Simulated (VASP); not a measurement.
A run of VASP 6.6.1 is set up as follows.

Contents of INCAR:

```
SYSTEM = ZrB2
PREC     = Accurate       ! precision mode
ENCUT    = 520            ! plane-wave cutoff, eV
EDIFF    = 1E-7           ! SCF threshold, eV
ISMEAR   = 0              ! smearing method
SIGMA    = 0.15           ! smearing width, eV
LREAL    = .False.        ! projectors in reciprocal space
LASPH    = .True.         ! aspherical terms in the spheres
NELM     = 100            ! most SCF steps
ALGO     = Normal         ! electronic algorithm
ISIF     = 2              ! what is computed and relaxed
LWAVE    = .False.        ! write WAVECAR
LCHARG   = .False.        ! write CHGCAR
NBANDS   = 16             ! bands
```

KPOINTS

```
Automatic mesh
0
Gamma
  18 18 12
  0 0 0
```

Contents of POSCAR:

```
ZrB2
1.0
    3.1737236700      0.0000000000      0.0000000000
   -1.5868618350      2.7485253228      0.0000000000
    0.0000000000      0.0000000000      3.5347688132
Zr B
1 2
Direct
    0.0000000000      0.0000000000      0.0000000000
    0.3333333333      0.6666666667      0.5000000000
    0.6666666667      0.3333333333      0.5000000000
```

Potentials or basis: VASP PAW LDA potentials, release 64 (Zr_sv, B).

The run is started by

```console
$ cat potpaw_LDA.64/Zr_sv/POTCAR potpaw_LDA.64/B/POTCAR > POTCAR
$ mpirun -np 1 vasp_std > vasp.out
```

Problem. What does it give for the band gap on the k mesh?

Solution. Zero (band 9 reaches 11.17 eV, above the bottom of band 10 at 9.93 eV).

Problem. Estimate the pressure.

Solution. -9.0 GPa.

Stress tensor (GPa, compression positive):
```
-9.27  0.00  0.00
 0.00 -9.27  0.00
 0.00  0.00 -8.50
```
